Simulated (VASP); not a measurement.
Here is a VASP 6.6.1 calculation.

The input INCAR:

```
SYSTEM = Ru
  ALGO = Fast
  EDIFF = 1E-6
  ENCUT = 520
  GGA = PE
  ISIF = 2
  ISMEAR = -1
  LASPH = .TRUE.
  LCHARG = .FALSE.
  LREAL = .FALSE.
  LWAVE = .FALSE.
  NBANDS = 13
  NELM = 100
  PREC = Accurate
  SIGMA = 0.05
```

The input KPOINTS:

```
k-points
0
G
  12 12 12
  0 0 0
```

Contents of POSCAR:

```
Ru
1.0
    0.0000000000      1.9402002583      1.9402002583
    1.9402002583      0.0000000000      1.9402002583
    1.9402002583      1.9402002583      0.0000000000
Ru
1
Direct
    0.0000000000      0.0000000000      0.0000000000
```

Potentials or basis: VASP PAW PBE potentials, release 64 (Ru_pv).

The run is started by

```sh
$ cat potpaw_PBE.64/Ru_pv/POTCAR > POTCAR
$ mpirun -np 1 vasp_std > vasp.out
```

Problem. Predict the band gap on the k mesh.

Solution. Zero (band 7 reaches 13.46 eV, above the bottom of band 8 at 10.41 eV).

Problem. What does it give for the pressure?

Solution. -15.0 GPa.
